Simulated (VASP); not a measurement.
# SiO2 (I-42d) in VASP: settings compared, part 2 of 2

VASP 6.6.1. The steps go on from the part before.

## 4. Single point, r2SCAN (14.45 Å³/atom)

This run uses another cell than the first one, of 14.45 Å³/atom.

The input, POSCAR:

```
SiO2
1.0
   -2.4469919502      2.4469919502      3.6208932628
    2.4469919502     -2.4469919502      3.6208932628
    2.4469919502      2.4469919502     -3.6208932628
Si O
2 4
Direct
    0.0000000000      0.0000000000      0.0000000000
    0.7500000000      0.2500000000      0.5000000000
    0.9733622718      0.6250000000      0.8483622718
    0.3750000000      0.2233622718      0.3483622718
    0.7766377282      0.1250000000      0.1516377282
    0.8750000000      0.0266377282      0.6516377282
```

The input, INCAR.step1:

```
PREC = Accurate
ENCUT = 520
ISMEAR = 0
SIGMA = 0.01
LREAL = F
LASPH = T
NELM = 100
NBANDS = 25
GGA = PE
ALGO = Normal
EDIFF = 1E-4
LWAVE = T
LCHARG = F
```

The input, INCAR.step2:

```
PREC = Accurate
ENCUT = 520
EDIFF = 1E-7
ISMEAR = 0
SIGMA = 0.01
LREAL = F
LASPH = T
NELM = 100
ALGO = Normal
ISIF = 2
LWAVE = F
LCHARG = F
METAGGA = R2SCAN
LMIXTAU = T
NBANDS = 25
ISTART = 1
```

The input, KPOINTS:

```
Automatic mesh
0
Gamma
  6 6 6
```

Potentials or basis: VASP PAW PBE potentials, release 64 (Si, O).

Run with:

```
$ cat potpaw_PBE.64/Si/POTCAR potpaw_PBE.64/O/POTCAR > POTCAR
$ cp INCAR.step1 INCAR
$ mpirun -np 1 vasp_std > vasp.out
$ cp INCAR.step2 INCAR
$ mpirun -np 1 vasp_std > vasp.out
```

OUTCAR:

```text
PREC = Accurate
   ENCUT = 520
   EDIFF = 1E-7
   ISMEAR = 0
   LREAL = F
   LASPH = T
   NELM = 100
   ISIF = 2
   METAGGA = R2SCAN
   ISTART = 1

 ion  position               nearest neighbor table
   1  0.000  0.000  0.000-   3 1.60   4 1.60   5 1.60   6 1.60   2 3.04   2 3.04   2 3.04   2 3.04

   2  0.750  0.250  0.500-   3 1.60   4 1.60   5 1.60   6 1.60   1 3.04   1 3.04   1 3.04   1 3.04

   3  0.973  0.625  0.848-   1 1.60   2 1.60
   4  0.375  0.223  0.348-   1 1.60   2 1.60
   5  0.777  0.125  0.152-   1 1.60   2 1.60
   6  0.875  0.027  0.652-   1 1.60   2 1.60

  LATTYP: Found a body centered tetragonal cell.
 ALAT       =     4.8939839004
 C/A-ratio  =     1.4797323965

  Lattice vectors:

 A1 = (  -2.4469919502,   2.4469919502,   3.6208932628)
 A2 = (   2.4469919502,  -2.4469919502,   3.6208932628)
 A3 = (   2.4469919502,   2.4469919502,  -3.6208932628)

Analysis of symmetry for initial positions (statically):
=====================================================================
 Subroutine PRICEL returns:
 Original cell was already a primitive cell.

 Routine SETGRP: Setting up the symmetry group for a
 body centered tetragonal supercell.

 Subroutine GETGRP returns: Found  8 space group operations
 (whereof  4 operations were pure point group operations)
 out of a pool of 16 trial point group operations.

The static configuration has the point symmetry S_4 .
 The point group associated with its full space group is D_2d.

Analysis of symmetry for dynamics (positions and initial velocities):
=====================================================================
 Subroutine PRICEL returns:
 Original cell was already a primitive cell.

 Routine SETGRP: Setting up the symmetry group for a
 body centered tetragonal supercell.

 Subroutine GETGRP returns: Found  8 space group operations
 (whereof  4 operations were pure point group operations)
 out of a pool of 16 trial point group operations.

The dynamic configuration has the point symmetry S_4 .
 The point group associated with its full space group is D_2d.

 Subroutine INISYM returns: Found  8 space group operations
 (whereof  4 operations are pure point group operations),
 and found     1 'primitive' translations

----------------------------------------------------------------------------------------

                                     Primitive cell

  volume of cell :      86.7243

  direct lattice vectors                    reciprocal lattice vectors
    -2.446991950  2.446991950  3.620893263     0.000000000  0.204332507  0.138087473
     2.446991950 -2.446991950  3.620893263     0.204332507  0.000000000  0.138087473
     2.446991950  2.446991950 -3.620893263     0.204332507  0.204332507  0.000000000

  length of vectors
     5.008633270  5.008633270  5.008633270     0.246616957  0.246616957  0.288969803

  position of ions in fractional coordinates (direct lattice)
     0.000000000  0.000000000  0.000000000
     0.750000000  0.250000000  0.500000000
     0.973362272  0.625000000  0.848362272
     0.375000000  0.223362272  0.348362272
     0.776637728  0.125000000  0.151637728
     0.875000000  0.026637728  0.651637728

  ion indices of the primitive-cell ions
   primitive index   ion index
[... 35 lines left out ...]
  0.000000  0.000000  0.000000      1.000000
  0.166667  0.000000 -0.000000      8.000000
  0.333333  0.000000 -0.000000      8.000000
  0.500000  0.000000 -0.000000      4.000000
  0.166667  0.166667 -0.000000      8.000000
  0.333333  0.166667 -0.000000     16.000000
[... 16 lines left out ...]
 -0.333333 -0.333333  0.166667      8.000000
 -0.166667 -0.333333  0.166667      8.000000
 [... further k-points ...]
   k-points           NKPTS =     30   k-points in BZ     NKDIM =     30   number of bands    NBANDS=     25
   number of dos      NEDOS =    301   number of ions     NIONS =      6
   total plane-waves  NPLWV =  64000
   dimension x,y,z NGX =    40 NGY =   40 NGZ =   40
   dimension x,y,z NGXF=    80 NGYF=   80 NGZF=   80
   ions per type =               2   4
   NGX,Y,Z   is equivalent  to a cutoff of  13.28, 13.28, 13.28 a.u.
   NGXF,Y,Z  is equivalent  to a cutoff of  26.55, 26.55, 26.55 a.u.
 SYSTEM =  unknown system
   PREC   = accura    normal or accurate (medium, high low for compatibility)
   ISTART =      1    job   : 0-new  1-cont  2-samecut
   ICHARG =      0    charge: 1-file 2-atom 10-const
   ISPIN  =      1    spin polarized calculation?
   LNONCOLLINEAR =      F non collinear calculations
   LSORBIT =      F    spin-orbit coupling
   LASPH  =      T    aspherical Exc in radial PAW
   ENCUT  =  520.0 eV  38.22 Ry    6.18 a.u.   9.31  9.31  9.31*2*pi/ulx,y,z
   NELM   =    100;   NELMIN=  2; NELMDL=  0     # of ELM steps
   EDIFF  = 0.1E-06   stopping-criterion for ELM
   LREAL  =      F    real-space projection
   EDIFFG = 0.1E-05   stopping-criterion for IOM
   NSW    =      0    number of steps for IOM
   IBRION =     -1    ionic relax: 0-MD 1-quasi-New 2-CG
   NFREE  =      0    steps in history (QN), initial steepest desc. (CG)
   ISIF   =      2    stress and relaxation
   ISYM   =      2    0-nonsym 1-usesym 2-fastsym
   POTIM  = 0.5000    time-step for ionic-motion
   TEBEG  =    0.0;   TEEND  =   0.0 temperature during run
   PSTRESS=    0.0 pullay stress
   NELECT =      32.0000    total number of electrons
   NUPDOWN=      -1.0000    fix difference up-down
   EMIN   =  10.00;   EMAX   =-10.00  energy-range for DOS
   EFERMI =   0.00;   METHOD = LEGACY
   ISMEAR =     0;   SIGMA  =   0.01  broadening in eV -4-tet -1-fermi 0-gaus
   EFERMI_NEDOS =   21; number of points for ismear=-14 and -15
   IALGO  =     38    algorithm
   IMIX   =      4    mixing-type and parameters
     AMIX     =   0.40;   BMIX     =  1.00
     AMIX_MAG =   1.60;   BMIX_MAG =  1.00
  volume/ion in A,a.u.               =      14.45        97.54
  Fermi-wavevector in a.u.,A,eV,Ry     =   1.174207  2.218929 18.759188  1.378761
  Thomas-Fermi vector in A             =   2.310607
   LORBIT       =      0    0 simple, 1 ext, 2 COOP (PROOUT), +10 PAW based schemes
   METAGGA = R2SCAN    functional components
   LHFCALC =     F    Hartree Fock is set to
   AEXX    =    0.0000 exact exchange contribution
   IVDW    =     0    specifies the selected vdW correction
   LEPSILON=     F    determine dielectric tensor
   LRPA    =     F    only Hartree local field effects (RPA)
 non-spin polarized calculation
 Gauss-broadening in eV      SIGMA  =   0.01
  energy-cutoff  :      520.00
  volume of cell :       86.72
 maximum number of plane-waves:      2362
 NGX is ok and might be reduce to    40
   NGX = 19   NGY = 19   NGZ = 19

 number of electron      32.0000010 magnetization

 Free energy of the ion-electron system (eV)
  ---------------------------------------------------
  ext. energy  EPLUGINS =         0.00000000
  ---------------------------------------------------
  free energy    TOTEN  =       -59.53613342 eV

  energy without entropy =      -59.53613342  energy(sigma->0) =      -59.53613342

 E-fermi :  -0.6214     XC(G=0):  -8.7451

 val. band max:       -0.6648713834   @ k =   0.0000   0.0000   0.0000
 cond. band min:       6.0416329804   @ k =   0.0000   0.0000   0.0000
 fundamental gap:      6.7065043638
 Fermi energy:        -0.6213548916

 k-point     1 :       0.0000    0.0000    0.0000
  band No.  band energies     occupation
      1     -21.0264      2.00000
      2     -18.8926      2.00000
      3     -18.8926      2.00000
      4     -18.8334      2.00000
      5     -10.0378      2.00000
      6      -6.3572      2.00000
[... 661 lines left out ...]
     24      13.7182      0.00000
     25      14.2425      0.00000

 [... further k-points ...]

------------------------ aborting loop because EDIFF is reached ----------------------------------------

  FORCE on cell =-STRESS in cart. coord.  units (eV):
  Direction    XX          YY          ZZ          XY          YZ          ZX
  --------------------------------------------------------------------------------------
  -------------------------------------------------------------------------------------
  Total        3.0990481      3.0990481      3.0706148      0.0000000      0.0000000      0.0000000
  in kB       57.2529807     57.2529807     56.7276938      0.0000000      0.0000000      0.0000000
  external PRESSURE =      57.0778851 kB  Pullay stress =       0.0000000 kB

 VOLUME and BASIS-vectors are now :
 -----------------------------------------------------------------------------
  energy-cutoff  :      520.00
  volume of cell :       86.72
      direct lattice vectors                 reciprocal lattice vectors
    -2.446991950  2.446991950  3.620893263     0.000000000  0.204332507  0.138087473
     2.446991950 -2.446991950  3.620893263     0.204332507  0.000000000  0.138087473
     2.446991950  2.446991950 -3.620893263     0.204332507  0.204332507  0.000000000

 POSITION                                       TOTAL-FORCE (eV/Angst)
 -----------------------------------------------------------------------------------
      0.00000      0.00000      0.00000         0.000000      0.000000     -0.000000
      0.00000      2.44699      1.81045        -0.000000      0.000000      0.000000
      1.22350      2.92838      2.71567         0.000000      0.368105      0.000000
      0.48138      1.22350      0.90522         0.368105      0.000000      0.000000
     -1.22350      1.96561      2.71567        -0.000000     -0.368105      0.000000
     -0.48138      3.67049      0.90522        -0.368105     -0.000000      0.000000
 -----------------------------------------------------------------------------------
    total drift:                                0.000010      0.000010     -0.000003

  FREE ENERGIE OF THE ION-ELECTRON SYSTEM (eV)
  ---------------------------------------------------
  free  energy   TOTEN  =       -59.5361334167 eV

  energy  without entropy=      -59.5361334167  energy(sigma->0) =      -59.53613342
```

It took 4.7 min on 1 thread of AMD EPYC 7R13, shared host; peak memory 0.24 GiB.

What came out:

```yaml
Free_energy: -59.5361 eV
Pressure: 5.7 GPa
Largest_force: 0.368 eV/Å
Band_gap_on_the_k_mesh: 6.71 eV
```

Forces in eV/Å, atoms in the order of the input:
```
Si   0.000  0.000  0.000
Si   0.000  0.000  0.000
O    0.000  0.368  0.000
O    0.368  0.000  0.000
O    0.000 -0.368  0.000
O   -0.368  0.000  0.000
```

Caveat: the cell stands under pressure; the PAW data sets were made with another functional, which shifts forces and pressure a little.

## 5. Single point, r2SCAN

This run uses another cell than the first one, of 14.90 Å³/atom.

Edit POSCAR of step 4 so:

```diff
@@ -2,5 +2,5 @@
 1.0
-   -2.4469919502      2.4469919502      3.6208932628
-    2.4469919502     -2.4469919502      3.6208932628
-    2.4469919502      2.4469919502     -3.6208932628
+   -2.4719629805      2.4719629805      3.6578437053
+    2.4719629805     -2.4719629805      3.6578437053
+    2.4719629805      2.4719629805     -3.6578437053
 Si O
```

The input, INCAR.step1:

```
SYSTEM = SiO2
ALGO = Normal
EDIFF = 1E-4
ENCUT = 520
GGA = PE
ISMEAR = 0
LASPH = .TRUE.
LCHARG = .FALSE.
LREAL = .FALSE.
LWAVE = .TRUE.
NBANDS = 25
NELM = 60
PREC = Accurate
SIGMA = 0.01
```

The input, INCAR.step2:

```
SYSTEM = SiO2
ALGO = Normal
EDIFF = 1E-7
ENCUT = 520
ISIF = 2
ISMEAR = 0
ISTART = 1
LASPH = .TRUE.
LCHARG = .FALSE.
LMIXTAU = .TRUE.
LREAL = .FALSE.
LWAVE = .FALSE.
METAGGA = R2SCAN
NBANDS = 25
NELM = 60
PREC = Accurate
SIGMA = 0.01
```

The input, KPOINTS:

```
k-points
0
G
  6 6 6
  0 0 0
```

Run with:

```
$ cat potpaw_PBE.64/Si/POTCAR potpaw_PBE.64/O/POTCAR > POTCAR
$ cp INCAR.step1 INCAR
$ mpirun -np 1 vasp_std > vasp.out
$ cp INCAR.step2 INCAR
$ mpirun -np 1 vasp_std > vasp.out
```

Run time: 4.6 min. Hardware: 1 thread of AMD EPYC 7R13, shared host; peak memory 0.24 GiB.

Results (log left out):

```
Free energy            : -59.5882 eV
Pressure               : 0.2 GPa
Band gap on the k mesh : 6.56 eV
```

Forces in eV/Å, atoms in the order of the input:
```
Si   0.000  0.000  0.000
Si   0.000  0.000  0.000
O    0.000  0.003  0.000
O    0.003  0.000  0.000
O    0.000 -0.003  0.000
O   -0.003  0.000  0.000
```

Levels at points of the mesh, in eV from the valence-band top:
```
           k point  band 14  band 15  band 16  band 17  band 18  band 19
(0.00, 0.00, 0.00)    -0.71     0.00     0.00     6.56     9.70    11.72
(0.50, 0.00, 0.00)    -0.80    -0.49    -0.14     9.07     9.60    10.51
(0.50, 0.50, 0.00)    -0.99    -0.34    -0.34     9.87     9.87    11.22
(0.50, 0.50, 0.50)    -1.50    -0.32    -0.32     9.63     9.63    11.11
```

Caveat: the PAW data sets were made with another functional, which shifts forces and pressure a little. A k mesh can miss the band edges.

## 6. Single point, r2SCAN (15.35 Å³/atom)

This run uses another cell than the first one, of 15.35 Å³/atom.

Edit POSCAR of step 5 so:

```diff
@@ -2,5 +2,5 @@
 1.0
-   -2.4719629805      2.4719629805      3.6578437053
-    2.4719629805     -2.4719629805      3.6578437053
-    2.4719629805      2.4719629805     -3.6578437053
+   -2.4964394534      2.4964394534      3.6940623351
+    2.4964394534     -2.4964394534      3.6940623351
+    2.4964394534      2.4964394534     -3.6940623351
 Si O
```

The input, INCAR.step1:

```
SYSTEM = SiO2
PREC = Accurate
ENCUT = 520
ISMEAR = 0
SIGMA = 0.01
LREAL = .FALSE.
LASPH = .TRUE.
NELM = 100
NBANDS = 25
GGA = PE
ALGO = Normal
EDIFF = 1E-4
LWAVE = .TRUE.
LCHARG = .FALSE.
```

The input, INCAR.step2:

```
SYSTEM = SiO2
PREC = Accurate
ENCUT = 520
EDIFF = 1E-6
ISMEAR = 0
SIGMA = 0.01
LREAL = .FALSE.
LASPH = .TRUE.
NELM = 100
ALGO = Normal
ISIF = 2
LWAVE = .FALSE.
LCHARG = .FALSE.
METAGGA = R2SCAN
LMIXTAU = .TRUE.
NBANDS = 25
ISTART = 1
```

The input, KPOINTS:

```
regular mesh
0
G
  6 6 6
  0 0 0
```

Potentials or basis: VASP PAW PBE potentials, release 64 (Si, O).

Run with:

```
$ cat potpaw_PBE.64/Si/POTCAR potpaw_PBE.64/O/POTCAR > POTCAR
$ cp INCAR.step1 INCAR
$ mpirun -np 1 vasp_std > vasp.out
$ cp INCAR.step2 INCAR
$ mpirun -np 1 vasp_std > vasp.out
```

Run time: 4 min. Hardware: 1 thread of AMD EPYC 7R13, shared host; peak memory 0.24 GiB.

Results (log left out):

```yaml
Free_energy: -59.5546 eV
Pressure: -4.5 GPa
Largest_force: 0.322 eV/Å
Band_gap_on_the_k_mesh: 6.40 eV
```

Forces in eV/Å, atoms in the order of the input:
```
Si   0.000  0.000  0.000
Si   0.000  0.000  0.000
O    0.000 -0.322  0.000
O   -0.322  0.000  0.000
O    0.000  0.322  0.000
O    0.322  0.000  0.000
```

Levels at points of the mesh, in eV from the valence-band top:
```
           k point  band 14  band 15  band 16  band 17  band 18  band 19
(0.00, 0.00, 0.00)    -0.72     0.00     0.00     6.40     9.56    11.30
(0.50, 0.00, 0.00)    -0.78    -0.47    -0.14     8.79     9.50    10.40
(0.50, 0.50, 0.00)    -0.95    -0.33    -0.33     9.71     9.71    10.92
(0.50, 0.50, 0.50)    -1.46    -0.30    -0.30     9.47     9.47    10.91
```

Caveat: the cell stands under tension; the PAW data sets were made with another functional, which shifts forces and pressure a little. A k mesh can miss the band edges.

## 7. The runs side by side

| level | cell | gap on the mesh (eV) | pressure (GPa) | largest force (eV/Å) |
| --- | --- | --- | --- | --- |
| PBE | a = 5.224 Å, angles 121.2, 121.2, 87.9°, 6 atoms, atomic positions A | 5.34 | -7.8 | 0.53 |
| r2SCAN | a = 4.956 Å, angles 121.5, 121.5, 87.4°, 6 atoms, atomic positions B | 6.85 | 12.1 | 0.78 |
| r2SCAN | a = 5.009 Å, angles 121.5, 121.5, 87.4°, 6 atoms, atomic positions B | 6.71 | 5.7 | 0.37 |
| r2SCAN | a = 5.060 Å, angles 121.5, 121.5, 87.4°, 6 atoms, atomic positions B | 6.56 | 0.2 | - |
| r2SCAN | a = 5.110 Å, angles 121.5, 121.5, 87.4°, 6 atoms, atomic positions B | 6.40 | -4.5 | 0.32 |

Alike in all rows: task single point; potentials or basis VASP PAW PBE potentials, release 64 (Si, O); no spin polarisation; k mesh 6 × 6 × 6; cutoff (eV) 520; smearing gaussian 0.01 eV.

Caveats: the PAW data sets were made with another functional, which shifts forces and pressure a little (at least some runs); the cell stands under tension (at least some runs); the cell stands under pressure (at least some runs).

Total energies depend on the potentials used, so only differences within one code and one set of settings carry meaning.
